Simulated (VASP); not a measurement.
# C (I-42m) in VASP: a series of runs

The runs below take C through relaxation of cell and atoms, single point, with PBE.

All numbers are computed with VASP 6.6.1; they aren't measurements. Logs are shortened: lines on timing, memory, paths and dates and some standing lists are left out, and cuts for length are marked.

### 1 The cell of the first run

The structure is tetragonal, space group I-42m (No. 121). Conventional cell: a = 4.812 Å, b = 4.812 Å, c = 4.306 Å, α = 90.00°, β = 90.00°, γ = 90.00°. C (site symmetry 1) has 5 C at 1.58 to 2.04 Å within 2.1 Å.

The cell was built from a structure type or drawn by symmetry, and may not be a known phase.

### 2 Relaxation of cell and atoms, PBE

File INCAR:

```
PREC     = Accurate       # precision mode
ENCUT    = 600            # plane-wave cutoff, eV
EDIFF    = 1E-6           # SCF threshold, eV
ISMEAR   = 0              # smearing method
SIGMA    = 0.02           # smearing width, eV
LREAL    = F              # projectors in reciprocal space
LASPH    = T              # aspherical terms in the spheres
NELM     = 100            # most SCF steps
ALGO     = Normal         # electronic algorithm
ISIF     = 3              # what is computed and relaxed
LWAVE    = F              # write WAVECAR
LCHARG   = F              # write CHGCAR
GGA      = PE             # functional
IBRION   = 2              # ionic algorithm
NSW      = 100            # ionic steps
EDIFFG   = -0.01          # ionic threshold
```

File KPOINTS:

```
Automatic mesh
0
Gamma
  12 12 12
```

File POSCAR:

```
C
1.0
   -2.4062225857      2.4062225857      2.1528330369
    2.4062225857     -2.4062225857      2.1528330369
    2.4062225857      2.4062225857     -2.1528330369
C
8
Direct
    0.7584654088      0.1215940555      0.2325529807
    0.8890410748      0.5259124281      0.7674470193
    0.1215940555      0.7584654088      0.2325529807
    0.4740875719      0.2415345912      0.3631286467
    0.8784059445      0.1109589252      0.6368713533
    0.5259124281      0.8890410748      0.7674470193
    0.2415345912      0.4740875719      0.3631286467
    0.1109589252      0.8784059445      0.6368713533
```

Potentials or basis: VASP PAW PBE potentials, release 64 (C).

Command:

```sh
cat potpaw_PBE.64/C/POTCAR > POTCAR
mpirun -np 1 vasp_std > vasp.out
```

OUTCAR:

```text
PREC = Accurate
   ENCUT = 600
   EDIFF = 1E-6
   ISMEAR = 0
   LREAL = F
   LASPH = T
   NELM = 100
   ISIF = 3
   GGA = PE
   IBRION = 2
   NSW = 100
   EDIFFG = -0.01

 ion  position               nearest neighbor table
   1  0.758  0.122  0.233-   4 1.58   5 1.58   6 1.58   7 1.64   2 2.04
   2  0.889  0.526  0.767-   5 1.58   4 1.58   3 1.58   8 1.64   1 2.04
   3  0.122  0.758  0.233-   7 1.58   8 1.58   2 1.58   4 1.64   6 2.04
   4  0.474  0.242  0.363-   1 1.58   2 1.58   7 1.58   3 1.64   5 2.04
   5  0.878  0.111  0.637-   1 1.58   2 1.58   8 1.58   6 1.64   4 2.04
   6  0.526  0.889  0.767-   8 1.58   7 1.58   1 1.58   5 1.64   3 2.04
   7  0.242  0.474  0.363-   3 1.58   6 1.58   4 1.58   1 1.64   8 2.04
   8  0.111  0.878  0.637-   3 1.58   6 1.58   5 1.58   2 1.64   7 2.04

  LATTYP: Found a body centered tetragonal cell.
 ALAT       =     4.8124451714
 C/A-ratio  =     0.8946940527

  Lattice vectors:

 A1 = (  -2.4062225857,   2.4062225857,   2.1528330369)
 A2 = (   2.4062225857,  -2.4062225857,   2.1528330369)
 A3 = (   2.4062225857,   2.4062225857,  -2.1528330369)

Analysis of symmetry for initial positions (statically):
=====================================================================
 Subroutine PRICEL returns:
 Original cell was already a primitive cell.

 Routine SETGRP: Setting up the symmetry group for a
 body centered tetragonal supercell.

 Subroutine GETGRP returns: Found  8 space group operations
 (whereof  8 operations were pure point group operations)
 out of a pool of 16 trial point group operations.

The static configuration has the point symmetry D_2d.

Analysis of symmetry for dynamics (positions and initial velocities):
=====================================================================
 Subroutine PRICEL returns:
 Original cell was already a primitive cell.

 Routine SETGRP: Setting up the symmetry group for a
 body centered tetragonal supercell.

 Subroutine GETGRP returns: Found  8 space group operations
 (whereof  8 operations were pure point group operations)
 out of a pool of 16 trial point group operations.

The dynamic configuration has the point symmetry D_2d.

 Subroutine INISYM returns: Found  8 space group operations
 (whereof  8 operations are pure point group operations),
 and found     1 'primitive' translations

----------------------------------------------------------------------------------------

                                     Primitive cell
[... 111 lines left out ...]
   POTIM  = 0.5000    time-step for ionic-motion
   TEBEG  =    0.0;   TEEND  =   0.0 temperature during run
   PSTRESS=    0.0 pullay stress
   NELECT =      32.0000    total number of electrons
   NUPDOWN=      -1.0000    fix difference up-down
   EMIN   =  10.00;   EMAX   =-10.00  energy-range for DOS
   EFERMI =   0.00;   METHOD = LEGACY
   ISMEAR =     0;   SIGMA  =   0.02  broadening in eV -4-tet -1-fermi 0-gaus
   EFERMI_NEDOS =   21; number of points for ismear=-14 and -15
   IALGO  =     38    algorithm
   IMIX   =      4    mixing-type and parameters
     AMIX     =   0.40;   BMIX     =  1.00
     AMIX_MAG =   1.60;   BMIX_MAG =  1.00
  volume/ion in A,a.u.               =       6.23        42.06
  Fermi-wavevector in a.u.,A,eV,Ry     =   1.412139  2.668556 27.131883  1.994137
  Thomas-Fermi vector in A             =   2.533919
   LORBIT       =      0    0 simple, 1 ext, 2 COOP (PROOUT), +10 PAW based schemes
   GGA     = PE    functional components
   LHFCALC =     F    Hartree Fock is set to
   AEXX    =    0.0000 exact exchange contribution
   IVDW    =     0    specifies the selected vdW correction
   LEPSILON=     F    determine dielectric tensor
   LRPA    =     F    only Hartree local field effects (RPA)
 conjugate gradient relaxation of ions
 non-spin polarized calculation
 Gauss-broadening in eV      SIGMA  =   0.02
  energy-cutoff  :      600.00
  volume of cell :       49.86
 maximum number of plane-waves:      1692
   NGX = 17   NGY = 17   NGZ = 17

--------------------------------------- Ionic step        1  -------------------------------------------

 number of electron      32.0000001 magnetization

 Free energy of the ion-electron system (eV)
  ---------------------------------------------------
  ext. energy  EPLUGINS =         0.00000000
  ---------------------------------------------------
  free energy    TOTEN  =       -61.81694012 eV

  energy without entropy =      -61.81694012  energy(sigma->0) =      -61.81694012

------------------------ aborting loop because EDIFF is reached ----------------------------------------

  FORCE on cell =-STRESS in cart. coord.  units (eV):
  Direction    XX          YY          ZZ          XY          YZ          ZX
  --------------------------------------------------------------------------------------
  -------------------------------------------------------------------------------------
  Total        0.0165071      0.0165071      0.0360736      0.0000000      0.0000000      0.0000000
  in kB        0.5304444      0.5304444      1.1592009      0.0000000      0.0000000      0.0000000
  external PRESSURE =       0.7400299 kB  Pullay stress =       0.0000000 kB
[... 71 lines left out ...]
--------------------------------------- Ionic step        3  -------------------------------------------

 number of electron      32.0000001 magnetization

 Free energy of the ion-electron system (eV)
  ---------------------------------------------------
  ext. energy  EPLUGINS =         0.00000000
  ---------------------------------------------------
  free energy    TOTEN  =       -61.81698452 eV

  energy without entropy =      -61.81698452  energy(sigma->0) =      -61.81698452

 E-fermi :   8.3401     XC(G=0): -12.7520

 val. band max:        8.2601388478   @ k =  -0.4167  -0.4167   0.4167
 cond. band min:       8.6991494363   @ k =   0.5000   0.5000   0.5000
 fundamental gap:      0.4390105885
 Fermi energy:         8.3400832078

 k-point     1 :       0.0000    0.0000    0.0000
  band No.  band energies     occupation
      1     -12.8445      2.00000
      2      -5.6937      2.00000
      3      -3.1406      2.00000
      4      -3.1406      2.00000
      5      -2.7763      2.00000
      6      -2.6375      2.00000
[... 565 lines left out ...]
     20      14.9244      0.00000
     21      15.0504      0.00000

 [... further k-points ...]

------------------------ aborting loop because EDIFF is reached ----------------------------------------

  FORCE on cell =-STRESS in cart. coord.  units (eV):
  Direction    XX          YY          ZZ          XY          YZ          ZX
  --------------------------------------------------------------------------------------
  -------------------------------------------------------------------------------------
  Total       -0.0198228     -0.0198228     -0.0008352      0.0000000      0.0000000      0.0000000
  in kB       -0.6368992     -0.6368992     -0.0268361      0.0000000      0.0000000      0.0000000
  external PRESSURE =      -0.4335448 kB  Pullay stress =       0.0000000 kB
[... 23 lines left out ...]
  FREE ENERGIE OF THE ION-ELECTRON SYSTEM (eV)
  ---------------------------------------------------
  free  energy   TOTEN  =       -61.8169845203 eV

  energy  without entropy=      -61.8169845203  energy(sigma->0) =      -61.81698452

 reached required accuracy - stopping structural energy minimisation
```

OSZICAR:

```text
N       E                     dE             d eps       ncg     rms          rms(c)
DAV:   1     0.113640889372E+03    0.11364E+03   -0.18756E+04  6846   0.166E+03
DAV:   2    -0.559124155502E+02   -0.16955E+03   -0.15910E+03  9272   0.282E+02
DAV:   3    -0.633735753005E+02   -0.74612E+01   -0.73413E+01  8687   0.564E+01
[... 16 lines left out ...]
   2 F= -.61816824E+02 E0= -.61816824E+02  d E =0.116293E-03
       N       E                     dE             d eps       ncg     rms          rms(c)
DAV:   1    -0.618169614866E+02   -0.13803E-03   -0.14885E-02  7031   0.899E-01    0.206E-02
DAV:   2    -0.618169871614E+02   -0.25675E-04   -0.33324E-04  9397   0.132E-01    0.152E-02
DAV:   3    -0.618169843125E+02    0.28489E-05   -0.13967E-05  8376   0.306E-02    0.341E-03
DAV:   4    -0.618169845203E+02   -0.20784E-06   -0.29775E-06  7092   0.117E-02
   3 F= -.61816985E+02 E0= -.61816985E+02  d E =-.443975E-04
```

CONTCAR:

```text
C
   1.00000000000000
    -2.4063054735509377    2.4063054735509377    2.1529951000551555
     2.4063054735509377   -2.4063054735509377    2.1529951000551555
     2.4063054735509377    2.4063054735509377   -2.1529951000551555
  C
     8
Direct
     0.7584322185449416    0.1215008985880056    0.2324445518512493
     0.8890563467367563    0.5259876666936923    0.7675554481487507
     0.1215008985880056    0.7584322185449416    0.2324445518512493
     0.4740123333063077    0.2415677814550584    0.3630686800430640
     0.8784991014119945    0.1109436532632438    0.6369313199569361
     0.5259876666936923    0.8890563467367563    0.7675554481487507
     0.2415677814550584    0.4740123333063077    0.3630686800430640
     0.1109436532632438    0.8784991014119945    0.6369313199569361

  0.00000000E+00  0.00000000E+00  0.00000000E+00
  0.00000000E+00  0.00000000E+00  0.00000000E+00
  0.00000000E+00  0.00000000E+00  0.00000000E+00
  0.00000000E+00  0.00000000E+00  0.00000000E+00
  0.00000000E+00  0.00000000E+00  0.00000000E+00
  0.00000000E+00  0.00000000E+00  0.00000000E+00
  0.00000000E+00  0.00000000E+00  0.00000000E+00
  0.00000000E+00  0.00000000E+00  0.00000000E+00
```

Run time: 6.2 min. Hardware: 1 thread of AMD EPYC 7R43 (Zen 3), shared host; peak memory 0.23 GiB.

Results:

- Free energy: -61.8170 eV
- Relaxed volume: 6.23 Å³/atom
- Relaxed cell: a = 4.027 Å, b = 4.027 Å, c = 4.027 Å, α = 106.61°, β = 106.61°, γ = 115.36°
- Space group after relaxing (to 0.1 Å): I-42m (No. 121)
- Energy gained by relaxing: 0.0 meV/atom
- Ionic steps: 3
- Pressure after relaxing: 0.0 GPa
- Largest force after relaxing: 0.005 eV/Å
- Band gap on the k mesh: 0.44 eV (least direct gap 0.80 eV)

Forces in eV/Å, atoms in the order of the input:
```
C   -0.001  0.003 -0.003
C    0.001 -0.003 -0.003
C    0.003 -0.001 -0.003
C   -0.003 -0.001  0.003
C    0.003  0.001  0.003
C   -0.003  0.001 -0.003
C   -0.001 -0.003  0.003
C    0.001  0.003  0.003
```

Final structure:
```yaml
crystal:
  lattice:
    - [-2.40631, 2.40631, 2.15300]
    - [2.40631, -2.40631, 2.15300]
    - [2.40631, 2.40631, -2.15300]
  atoms:
    - { symbol: C, position: [0.75843, 0.12150, 0.23244] }
    - { symbol: C, position: [0.88906, 0.52599, 0.76756] }
    - { symbol: C, position: [0.12150, 0.75843, 0.23244] }
    - { symbol: C, position: [0.47401, 0.24157, 0.36307] }
    - { symbol: C, position: [0.87850, 0.11094, 0.63693] }
    - { symbol: C, position: [0.52599, 0.88906, 0.76756] }
    - { symbol: C, position: [0.24157, 0.47401, 0.36307] }
    - { symbol: C, position: [0.11094, 0.87850, 0.63693] }
```

Levels at points of the mesh, in eV from the valence-band top:
```tsv
k point	band 12	band 13	band 14	band 15	band 16	band 17	band 18	band 19	band 20	band 21
(0.00, 0.00, 0.00)	-5.78	-3.00	-1.16	-1.10	-1.10	4.31	5.20	7.89	7.89	7.99
(0.50, 0.00, 0.00)	-4.23	-4.10	-2.74	-1.83	-1.08	3.18	4.79	5.46	5.95	6.47
(0.50, 0.50, 0.00)	-3.32	-2.92	-2.82	-2.22	-1.50	3.64	3.87	4.75	6.39	6.72
(0.50, 0.50, 0.50)	-3.80	-1.62	-1.62	-0.53	-0.37	0.44	5.65	6.00	6.03	6.03
```

[end of part 1 of 2]
